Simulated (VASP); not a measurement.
Crystal: C.

```xyz
2
Lattice="0.0000 2.1270 3.3480 1.2280 0.0000 3.3480 1.2280 2.1270 0.0000" Properties=species:S:1:pos:R:3 pbc="T T T"
C     1.2280    0.7090    3.3480
C     1.2280    3.5450    3.3480
```

| Item | Value |
| --- | --- |
| Program | VASP 6.6.1 |
| Task | relaxation of cell and atoms |
| Functional | PBE |
| Potentials or basis | VASP PAW PBE potentials, release 64 (C) |
| Cutoff | 600 eV |
| k mesh | 14 × 14 × 14 |
| Occupations | gaussian, width 0.02 eV |
| Spin | no spin polarisation |

At the start: pressure 4.6 GPa; volume 8.74 Å³/atom.

Problem. Where does the relaxation end?

Solution. Over 23 steps the energy falls by 15.1 meV/atom and the volume is 10.44 Å³/atom (+19.4 %); space group Fmmm (No. 69, to 0.05 Å).

Step by step:
| step | energy change (eV) | largest force (eV/Å) | pressure (GPa) | volume (Å³) |
| --- | --- | --- | --- | --- |
| 1 | 0.0000 | 0.0314 | 4.63 | 17.49 |
| 2 | 0.0055 | 0.1258 | -6.10 | 18.14 |
| 3 | -0.0036 | 0.0337 | 0.31 | 17.74 |
| 4 | -0.0074 | 0.0872 | 0.21 | 17.92 |
| 5 | -0.0146 | 0.4563 | 0.01 | 18.49 |
| 6 | -0.0126 | 1.2255 | -0.03 | 19.62 |
| 7 | -0.0161 | 0.7952 | -0.03 | 18.99 |
| 8 | -0.0167 | 0.7731 | -0.07 | 19.02 |
| 9 | -0.0184 | 0.7076 | -0.04 | 19.11 |
| 10 | -0.0214 | 0.5772 | -0.01 | 19.28 |
| 11 | -0.0258 | 0.3186 | 0.05 | 19.62 |
| 12 | -0.0293 | 0.1889 | 0.25 | 20.31 |
| 13 | -0.0296 | 0.1570 | 0.21 | 20.39 |
| 14 | -0.0300 | 0.0799 | 0.18 | 20.60 |
| 15 | -0.0301 | 0.0755 | 0.07 | 21.01 |
| 16 | -0.0302 | 0.0027 | 0.18 | 20.80 |
| 17 | -0.0302 | 0.0336 | 0.07 | 20.90 |
| 18 | -0.0302 | 0.0083 | 0.22 | 20.83 |
| 19 | -0.0302 | 0.0210 | 0.09 | 20.87 |
| 20 | -0.0302 | 0.0154 | 0.15 | 20.85 |
| 21 | -0.0302 | 0.0073 | 0.04 | 20.87 |
| 22 | -0.0302 | 0.0061 | 0.06 | 20.88 |
| 23 | -0.0302 | 0.0036 | 0.00 | 20.88 |

Final structure:
```cif
data_structure
_symmetry_space_group_name_H-M 'P 1'
_symmetry_Int_Tables_number 1
_cell_length_a 4.5011
_cell_length_b 4.1491
_cell_length_c 2.4672
_cell_angle_alpha 81.453
_cell_angle_beta 65.724
_cell_angle_gamma 32.823
_cell_volume 20.88
loop_
_atom_site_label
_atom_site_type_symbol
_atom_site_fract_x
_atom_site_fract_y
_atom_site_fract_z
_atom_site_occupancy
C1 C 0.16667 0.83333 0.16667 1
C2 C 0.83333 0.16667 0.83333 1
```

Caveat: the volume moved by over 15 % at a fixed basis, so the end points are rough; the volume moved by +19 % from the deposited cell, more than functionals usually miss.
